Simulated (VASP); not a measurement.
# HfZrS3 (P4mm) in VASP: further runs, part 2 of 3

VASP 6.6.1. Earlier steps stand in the parts before.

### Step 4. Relaxation of cell and atoms, PBE

Input file INCAR:

```
SYSTEM = HfZrS3
ALGO     = Normal         ! electronic algorithm
EDIFF    = 1E-6           ! SCF threshold, eV
EDIFFG   = -0.04          ! ionic threshold
ENCUT    = 600            ! plane-wave cutoff, eV
GGA      = PE             ! functional
IBRION   = 2              ! ionic algorithm
ISIF     = 3              ! what is computed and relaxed
ISMEAR   = 0              ! smearing method
LASPH    = .TRUE.         ! aspherical terms in the spheres
LCHARG   = .FALSE.        ! write CHGCAR
LREAL    = .FALSE.        ! projectors in reciprocal space
LWAVE    = .FALSE.        ! write WAVECAR
NELM     = 100            ! most SCF steps
NSW      = 90             ! ionic steps
PREC     = Accurate       ! precision mode
SIGMA    = 0.1            ! smearing width, eV
```

Input file KPOINTS:

```
k-points
0
G
  4 4 4
  0 0 0
```

Input file POSCAR:

```
HfZrS3
1.0
    3.9159786400      0.0000000000      0.0000000000
    0.0000000000      3.9159786400      0.0000000000
    0.0000000000      0.0000000000      6.6692633200
Zr Hf S
1 1 3
Direct
    0.0000000000      0.0000000000      0.5384038300
    0.0000000000      0.0000000000      0.1192588600
    0.5000000000      0.0000000000      0.2737279400
    0.0000000000      0.5000000000      0.2737279400
    0.5000000000      0.5000000000      0.4421051600
```

Potentials or basis: VASP PAW PBE potentials, release 64 (Zr_sv, Hf_pv, S).

Run with:

```bash
> cat potpaw_PBE.64/Zr_sv/POTCAR potpaw_PBE.64/Hf_pv/POTCAR potpaw_PBE.64/S/POTCAR > POTCAR
> mpirun -np 1 vasp_std > vasp.out
```

OUTCAR:

```text
SYSTEM = HfZrS3
   EDIFF = 1E-6
   EDIFFG = -0.04
   ENCUT = 600
   GGA = PE
   IBRION = 2
   ISIF = 3
   ISMEAR = 0
   LASPH = .TRUE.
   LREAL = .FALSE.
   NELM = 100
   NSW = 90
   PREC = Accurate

 ion  position               nearest neighbor table
   1  0.000  0.000  0.538-   3 2.64   4 2.64   4 2.64   3 2.64   2 2.80   5 2.84   5 2.84   5 2.84
                             5 2.84   2 3.87
   2  0.000  0.000  0.119-   3 2.21   4 2.21   4 2.21   3 2.21   1 2.80   1 3.87
   3  0.500  0.000  0.274-   2 2.21   2 2.21   5 2.26   5 2.26   1 2.64   1 2.64   4 2.77   4 2.77
                             4 2.77   4 2.77
   4  0.000  0.500  0.274-   2 2.21   2 2.21   5 2.26   5 2.26   1 2.64   1 2.64   3 2.77   3 2.77
                             3 2.77   3 2.77
   5  0.500  0.500  0.442-   3 2.26   4 2.26   3 2.26   4 2.26   1 2.84   1 2.84   1 2.84   1 2.84

  LATTYP: Found a simple tetragonal cell.
 ALAT       =     3.9159786400
 C/A-ratio  =     1.7030898105

  Lattice vectors:

 A1 = (   3.9159786400,   0.0000000000,   0.0000000000)
 A2 = (   0.0000000000,   3.9159786400,   0.0000000000)
 A3 = (   0.0000000000,   0.0000000000,   6.6692633200)

Analysis of symmetry for initial positions (statically):
=====================================================================
 Subroutine PRICEL returns:
 Original cell was already a primitive cell.

 Routine SETGRP: Setting up the symmetry group for a
 simple tetragonal supercell.

 Subroutine GETGRP returns: Found  8 space group operations
 (whereof  8 operations were pure point group operations)
 out of a pool of 16 trial point group operations.

The static configuration has the point symmetry C_4v.

Analysis of symmetry for dynamics (positions and initial velocities):
=====================================================================
 Subroutine PRICEL returns:
 Original cell was already a primitive cell.

 Routine SETGRP: Setting up the symmetry group for a
 simple tetragonal supercell.

 Subroutine GETGRP returns: Found  8 space group operations
 (whereof  8 operations were pure point group operations)
 out of a pool of 16 trial point group operations.

The dynamic configuration has the point symmetry C_4v.

 Subroutine INISYM returns: Found  8 space group operations
 (whereof  8 operations are pure point group operations),
 and found     1 'primitive' translations

----------------------------------------------------------------------------------------

                                     Primitive cell

  volume of cell :     102.2724

  direct lattice vectors                    reciprocal lattice vectors
     3.915978640  0.000000000  0.000000000     0.255364008  0.000000000  0.000000000
     0.000000000  3.915978640  0.000000000     0.000000000  0.255364008  0.000000000
     0.000000000  0.000000000  6.669263320     0.000000000  0.000000000  0.149941598

  length of vectors
     3.915978640  3.915978640  6.669263320     0.255364008  0.255364008  0.149941598

  position of ions in fractional coordinates (direct lattice)
     0.000000000  0.000000000  0.538403830
     0.000000000  0.000000000  0.119258860
     0.500000000  0.000000000  0.273727940
     0.000000000  0.500000000  0.273727940
     0.500000000  0.500000000  0.442105160

  ion indices of the primitive-cell ions
   primitive index   ion index
                 1           1
                 2           2
                 3           3
                 4           4
                 5           5

----------------------------------------------------------------------------------------

 KPOINTS: k-points

Automatic generation of k-mesh.
 Grid dimensions read from file:
 generate k-points for:    4    4    4

 Generating k-lattice:

  Cartesian coordinates                     Fractional coordinates (reciprocal lattice)
     0.063841002  0.000000000  0.000000000     0.250000000  0.000000000  0.000000000
     0.000000000  0.063841002  0.000000000     0.000000000  0.250000000  0.000000000
     0.000000000  0.000000000  0.037485400     0.000000000  0.000000000  0.250000000

  Length of vectors
     0.063841002  0.063841002  0.037485400

  Shift w.r.t. Gamma in fractional coordinates (k-lattice)
     0.000000000  0.000000000  0.000000000

 Subroutine IBZKPT returns following result:
 ===========================================

 Found     18 irreducible k-points:

 Following reciprocal coordinates:
            Coordinates               Weight
  0.000000  0.000000  0.000000      1.000000
  0.250000  0.000000  0.000000      4.000000
  0.500000  0.000000  0.000000      2.000000
  0.250000  0.250000  0.000000      4.000000
  0.500000  0.250000  0.000000      4.000000
  0.500000  0.500000  0.000000      1.000000
[... 10 lines left out ...]
  0.500000  0.250000  0.500000      4.000000
  0.500000  0.500000  0.500000      1.000000
   k-points           NKPTS =     18   k-points in BZ     NKDIM =     18   number of bands    NBANDS=     24
   number of dos      NEDOS =    301   number of ions     NIONS =      5
   total plane-waves  NPLWV =  55296
   dimension x,y,z NGX =    32 NGY =   32 NGZ =   54
   dimension x,y,z NGXF=    64 NGYF=   64 NGZF=  108
   ions per type =               1   1   3
   NGX,Y,Z   is equivalent  to a cutoff of  13.59, 13.59, 13.46 a.u.
   NGXF,Y,Z  is equivalent  to a cutoff of  27.17, 27.17, 26.92 a.u.
 SYSTEM =  HfZrS3
   PREC   = accura    normal or accurate (medium, high low for compatibility)
   ISTART =      0    job   : 0-new  1-cont  2-samecut
   ICHARG =      2    charge: 1-file 2-atom 10-const
   ISPIN  =      1    spin polarized calculation?
   LNONCOLLINEAR =      F non collinear calculations
   LSORBIT =      F    spin-orbit coupling
   LASPH  =      T    aspherical Exc in radial PAW
   ENCUT  =  600.0 eV  44.10 Ry    6.64 a.u.   7.82  7.82 13.32*2*pi/ulx,y,z
   NELM   =    100;   NELMIN=  2; NELMDL= -5     # of ELM steps
   EDIFF  = 0.1E-05   stopping-criterion for ELM
   LREAL  =      F    real-space projection
   EDIFFG = -.4E-01   stopping-criterion for IOM
   NSW    =     90    number of steps for IOM
   IBRION =      2    ionic relax: 0-MD 1-quasi-New 2-CG
   NFREE  =      1    steps in history (QN), initial steepest desc. (CG)
   ISIF   =      3    stress and relaxation
   ISYM   =      2    0-nonsym 1-usesym 2-fastsym
   POTIM  = 0.5000    time-step for ionic-motion
   TEBEG  =    0.0;   TEEND  =   0.0 temperature during run
   PSTRESS=    0.0 pullay stress
   NELECT =      40.0000    total number of electrons
   NUPDOWN=      -1.0000    fix difference up-down
   EMIN   =  10.00;   EMAX   =-10.00  energy-range for DOS
   EFERMI =   0.00;   METHOD = LEGACY
   ISMEAR =     0;   SIGMA  =   0.10  broadening in eV -4-tet -1-fermi 0-gaus
   EFERMI_NEDOS =   21; number of points for ismear=-14 and -15
   IALGO  =     38    algorithm
   IMIX   =      4    mixing-type and parameters
     AMIX     =   0.40;   BMIX     =  1.00
     AMIX_MAG =   1.60;   BMIX_MAG =  1.00
  volume/ion in A,a.u.               =      20.45       138.03
  Fermi-wavevector in a.u.,A,eV,Ry     =   1.197224  2.262425 19.501839  1.433345
  Thomas-Fermi vector in A             =   2.333144
   LORBIT       =      0    0 simple, 1 ext, 2 COOP (PROOUT), +10 PAW based schemes
   GGA     = PE    functional components
   LHFCALC =     F    Hartree Fock is set to
   AEXX    =    0.0000 exact exchange contribution
   IVDW    =     0    specifies the selected vdW correction
   LEPSILON=     F    determine dielectric tensor
   LRPA    =     F    only Hartree local field effects (RPA)
 conjugate gradient relaxation of ions
 non-spin polarized calculation
 Gauss-broadening in eV      SIGMA  =   0.10
  energy-cutoff  :      600.00
  volume of cell :      102.27
 maximum number of plane-waves:      3432
 NGX is ok and might be reduce to    32

--------------------------------------- Ionic step        1  -------------------------------------------

 number of electron      40.0000004 magnetization

 Free energy of the ion-electron system (eV)
  ---------------------------------------------------
  ext. energy  EPLUGINS =         0.00000000
  ---------------------------------------------------
  free energy    TOTEN  =       -26.37415897 eV

  energy without entropy =      -26.35654677  energy(sigma->0) =      -26.36535287

------------------------ aborting loop because EDIFF is reached ----------------------------------------

  FORCE on cell =-STRESS in cart. coord.  units (eV):
  Direction    XX          YY          ZZ          XY          YZ          ZX
  --------------------------------------------------------------------------------------
  -------------------------------------------------------------------------------------
  Total       24.5303455     24.5303455     14.3834055      0.0000000      0.0000000      0.0000000
  in kB      384.2870548    384.2870548    225.3273005      0.0000000      0.0000000      0.0000000
  external PRESSURE =     331.3004700 kB  Pullay stress =       0.0000000 kB
[... 1087 lines left out ...]
     23       6.2734      0.00000
     24       6.5833      0.00000

[... ionic steps 4 to 23 ...]

--------------------------------------- Ionic step       24  -------------------------------------------

 number of electron      40.0000000 magnetization

------------------------ aborting loop because EDIFF is reached ----------------------------------------
[... 73 lines left out ...]
--------------------------------------- Ionic step       26  -------------------------------------------

 number of electron      40.0000000 magnetization

 Free energy of the ion-electron system (eV)
  ---------------------------------------------------
  ext. energy  EPLUGINS =         0.00000000
  ---------------------------------------------------
  free energy    TOTEN  =       -34.22277957 eV

  energy without entropy =      -34.21559504  energy(sigma->0) =      -34.21918731

 E-fermi :   6.7089     XC(G=0): -10.3720

 val. band max:        6.6669819125   @ k =   0.5000   0.5000   0.5000
 cond. band min:       6.7600800231   @ k =   0.5000   0.0000   0.2500
 fundamental gap:      0.0930981106
 Fermi energy:         6.7089283584
[... 516 lines left out ...]
  FREE ENERGIE OF THE ION-ELECTRON SYSTEM (eV)
  ---------------------------------------------------
  free  energy   TOTEN  =       -34.2227795716 eV

  energy  without entropy=      -34.2155950386  energy(sigma->0) =      -34.21918731

 reached required accuracy - stopping structural energy minimisation
```

Wall time 9.1 min (1 thread of AMD EPYC 9R45 (Zen 5), shared host); peak memory 0.25 GiB.

Results:

| Item | Value |
| --- | --- |
| Free energy | -34.2228 eV |
| Relaxed volume | 20.63 Å³/atom |
| Relaxed cell | a = 4.128 Å, b = 4.128 Å, c = 6.055 Å, α = 90.00°, β = 90.00°, γ = 90.00° |
| Space group after relaxing (to 0.1 Å) | P4mm (No. 99) |
| Energy gained by relaxing | 1569.7 meV/atom |
| Ionic steps | 26 |
| Pressure after relaxing | 0.0 GPa |
| Largest force after relaxing | 0.033 eV/Å |
| Band gap on the k mesh | zero (bands 20 and 21 overlap by 1.34 eV) |

Forces on the atoms (eV/Å):
```
Zr   0.000  0.000 -0.033
Hf   0.000  0.000  0.005
S    0.000  0.000  0.013
S    0.000  0.000  0.013
S    0.000  0.000  0.001
```

Stress tensor (GPa, compression positive):
```
-0.04  0.00  0.00
 0.00 -0.04  0.00
 0.00  0.00  0.04
```

Step by step:
| step | energy change (eV) | largest force (eV/Å) | pressure (GPa) | volume (Å³) |
| --- | --- | --- | --- | --- |
| 1 | 0.0000 | 8.8740 | 33.13 | 102.27 |
| 2 | -0.2633 | 3.1534 | -12.71 | 178.12 |
| 3 | -3.3745 | 2.9474 | -3.25 | 131.91 |
| 4 | -3.3922 | 3.0450 | -2.40 | 130.18 |
| 5 | -3.3960 | 3.1219 | -1.61 | 128.83 |
| 6 | -4.2153 | 3.1682 | -1.77 | 127.98 |
| 7 | -5.0171 | 3.8053 | -0.63 | 123.65 |
| 8 | -5.1130 | 2.6797 | -1.50 | 125.12 |
| 9 | -5.7850 | 2.2762 | -1.55 | 122.02 |
| 10 | -7.0704 | 2.3646 | -0.28 | 112.95 |
| 11 | -5.5196 | 4.3548 | 14.21 | 95.95 |
| 12 | -7.2526 | 2.6960 | 1.17 | 109.29 |
| 13 | -7.6368 | 1.1405 | -4.99 | 110.50 |
| 14 | -7.6374 | 1.1239 | -4.80 | 110.45 |
| 15 | -7.7822 | 0.3783 | 3.09 | 99.39 |
| 16 | -7.8132 | 0.4624 | 0.35 | 102.41 |
| 17 | -7.8324 | 0.2527 | 0.64 | 102.77 |
| 18 | -7.8336 | 0.2336 | 0.73 | 102.88 |
| 19 | -7.8372 | 0.1546 | -0.95 | 104.70 |
| 20 | -7.8383 | 0.1794 | -0.43 | 104.09 |
| 21 | -7.8426 | 0.1314 | -0.32 | 103.86 |
| 22 | -7.8462 | 0.0765 | -0.09 | 103.36 |
| 23 | -7.8482 | 0.0624 | 0.31 | 102.88 |
| 24 | -7.8483 | 0.0635 | 0.28 | 102.92 |
| 25 | -7.8478 | 0.1083 | -0.42 | 103.55 |
| 26 | -7.8486 | 0.0326 | -0.01 | 103.17 |

Final structure:
```
Zr Hf S
1.0
     4.12792    0.00000    0.00000
     0.00000    4.12792    0.00000
     0.00000    0.00000    6.05457
Zr Hf S
1 1 3
Direct
  0.00000 0.00000 0.47867
  0.00000 0.00000 0.99302
  0.50000 0.00000 0.22579
  0.00000 0.50000 0.22579
  0.50000 0.50000 0.72396
```

Levels at points of the mesh, in eV from the Fermi level:
| k point | band 18 | band 19 | band 20 | band 21 | band 22 | band 23 |
| --- | --- | --- | --- | --- | --- | --- |
| (0.00, 0.00, 0.00) | -1.39 | -0.60 | -0.60 | 0.08 | 0.36 | 0.52 |
| (0.50, 0.00, 0.00) | -2.03 | -1.96 | -1.11 | -0.23 | 0.50 | 1.18 |
| (0.50, 0.50, 0.00) | -2.60 | -0.87 | 1.10 | 1.15 | 1.47 | 1.71 |
| (0.00, 0.00, 0.50) | -0.93 | -0.93 | -0.42 | -0.25 | 0.33 | 1.09 |
| (0.50, 0.00, 0.50) | -2.83 | -2.00 | -0.13 | 0.36 | 0.37 | 0.86 |
| (0.50, 0.50, 0.50) | -1.95 | -0.64 | -0.04 | 0.95 | 0.99 | 0.99 |

Caveat: the k points lie up to 0.38 Å⁻¹ apart in the final cell, too coarse for converged energies and pressures of a metal; spin-orbit coupling is left out, which moves the levels of the heavy elements.

### Step 5. Single point, PBE

This run uses another cell than the first one, of 20.62 Å³/atom.

Input file INCAR:

```
SYSTEM = HfZrS3
ALGO = Normal ; EDIFF = 1E-7
ENCUT = 520 ; GGA = PE
ISIF = 2 ; ISMEAR = 0
LASPH = .True. ; LCHARG = .True.
LELF = .True. ; LREAL = .False.
LVHAR = .True. ; LWAVE = .False.
NBANDS = 28 ; NELM = 80
PREC = Accurate ; SIGMA = 0.1
```

Input file KPOINTS:

```
k-points
0
Gamma
  10 10 6
  0 0 0
```

Input file POSCAR:

```
HfZrS3
1.0
    4.1167571541      0.0000000000      0.0000000000
    0.0000000000      4.1167571541      0.0000000000
    0.0000000000      0.0000000000      6.0838010330
Zr Hf S
1 1 3
Direct
    0.0000000000      0.0000000000      0.4771353070
    0.0000000000      0.0000000000      0.9917573387
    0.5000000000      0.0000000000      0.2264976893
    0.0000000000      0.5000000000      0.2264976893
    0.5000000000      0.5000000000      0.7253357057
```

Run with:

```bash
> cat potpaw_PBE.64/Zr_sv/POTCAR potpaw_PBE.64/Hf_pv/POTCAR potpaw_PBE.64/S/POTCAR > POTCAR
> mpirun -np 1 vasp_std > vasp.out
```

Run time: 1.7 min. Hardware: 1 thread of AMD EPYC 9R45 (Zen 5), shared host; peak memory 0.35 GiB.

Results (log left out):

```yaml
Free_energy: -34.2436 eV
Pressure: -0.4 GPa
Largest_force: 0.119 eV/Å
Band_gap_on_the_k_mesh: zero (bands 20 and 21 overlap by 1.34 eV)
```

Forces on the atoms (eV/Å):
```
Zr   0.000  0.000 -0.017
Hf   0.000  0.000  0.119
S    0.000  0.000 -0.055
S    0.000  0.000 -0.055
S    0.000  0.000  0.008
```

Stress tensor (GPa, compression positive):
```
-0.36  0.00  0.00
 0.00 -0.36  0.00
 0.00  0.00 -0.48
```

Levels at points of the mesh, in eV from the Fermi level:
| k point | band 18 | band 19 | band 20 | band 21 | band 22 | band 23 |
| --- | --- | --- | --- | --- | --- | --- |
| (0.00, 0.00, 0.00) | -1.57 | -0.77 | -0.77 | -0.03 | 0.21 | 0.38 |
| (0.50, 0.00, 0.00) | -2.21 | -2.11 | -1.16 | -0.31 | 0.36 | 1.08 |
| (0.50, 0.50, 0.00) | -2.70 | -0.93 | 0.97 | 1.00 | 1.36 | 1.59 |
| (0.00, 0.00, 0.50) | -1.10 | -1.10 | -0.52 | -0.37 | 0.21 | 0.99 |
| (0.50, 0.00, 0.50) | -2.94 | -2.19 | -0.22 | 0.26 | 0.29 | 0.78 |
| (0.50, 0.50, 0.50) | -2.12 | -0.74 | -0.21 | 0.85 | 0.88 | 0.88 |

Caveat: spin-orbit coupling is left out, which moves the levels of the heavy elements.

### Step 6. Single point, PBE

This run uses another cell than the first one: it holds 10 atoms, not 5.

Input file INCAR:

```
  PREC = Accurate
  ENCUT = 520
  EDIFF = 1E-6
  ISMEAR = 0
  SIGMA = 0.2
  LREAL = False
  LASPH = True
  NELM = 80
  ALGO = Normal
  ISIF = 2
  LWAVE = False
  LCHARG = True
  GGA = PE
  LELF = True
  LVHAR = True
  NBANDS = 51
```

Input file KPOINTS:

```
regular mesh
0
Gamma
  6 6 2
```

Input file POSCAR:

```
HfZrS3
1.0
    4.1167571541      0.0000000000      0.0000000000
    0.0000000000      4.1167571541      0.0000000000
    0.0000000000      0.0000000000     12.1676020660
Zr Hf S
2 2 6
Direct
    0.0000000000      0.0000000000      0.2385676535
    0.0000000000      0.0000000000      0.7385676535
    0.0000000000      0.0000000000      0.4958786694
    1.0000000000      0.0000000000      0.9958786694
    0.5000000000      0.0000000000      0.1132488446
    0.5000000000      0.0000000000      0.6132488446
    0.0000000000      0.5000000000      0.1132488446
    0.0000000000      0.5000000000      0.6132488446
    0.5000000000      0.5000000000      0.3626678528
    0.5000000000      0.5000000000      0.8626678528
```

Potentials or basis: VASP PAW PBE potentials, release 64 (Zr_sv, Hf_pv, S).

Run with:

```bash
> cat potpaw_PBE.64/Zr_sv/POTCAR potpaw_PBE.64/Hf_pv/POTCAR potpaw_PBE.64/S/POTCAR > POTCAR
> mpirun -np 1 vasp_std > vasp.out
```

It took 1.9 min on 1 thread of AMD EPYC 9R45 (Zen 5), shared host; peak memory 0.37 GiB.

It converged, with:

```
Free energy            : -68.4711 eV
Pressure               : -0.4 GPa
Largest force          : 0.110 eV/Å
Band gap on the k mesh : zero (bands 40 and 41 overlap by 1.23 eV)
```

Forces on the atoms (eV/Å):
```
Zr   0.000  0.000  0.110
Zr   0.000  0.000  0.110
Hf   0.000  0.000 -0.018
Hf   0.000  0.000 -0.018
S    0.000  0.000 -0.053
S    0.000  0.000 -0.053
S    0.000  0.000 -0.053
S    0.000  0.000 -0.053
S    0.000  0.000  0.015
S    0.000  0.000  0.015
```

Stress tensor (GPa, compression positive):
```
-0.74  0.00  0.00
 0.00 -0.74  0.00
 0.00  0.00  0.19
```

Levels at points of the mesh, in eV from the Fermi level:
```
           k point  band 37  band 38  band 39  band 40  band 41  band 42  band 43  band 44
(0.00, 0.00, 0.00)    -1.18    -0.84    -0.84    -0.50    -0.37    -0.03     0.21     0.22
(0.50, 0.00, 0.00)    -2.21    -2.12    -1.16    -0.30    -0.23     0.28     0.30     0.36
(0.50, 0.50, 0.00)    -0.92    -0.72    -0.22     0.86     0.88     0.88     0.88     0.88
(0.00, 0.00, 0.50)    -1.01    -1.01    -1.01    -1.01     0.07     0.07     0.62     0.62
(0.50, 0.00, 0.50)    -2.24    -2.24    -0.86    -0.86    -0.02    -0.02     0.75     0.75
(0.50, 0.50, 0.50)    -0.82    -0.82     0.69     0.69     0.88     0.88     0.93     0.93
```

Caveat: spin-orbit coupling is left out, which moves the levels of the heavy elements.

[end of part 2 of 3]

The gap in the log of VASP goes by the Fermi energy; the results here count the filled bands.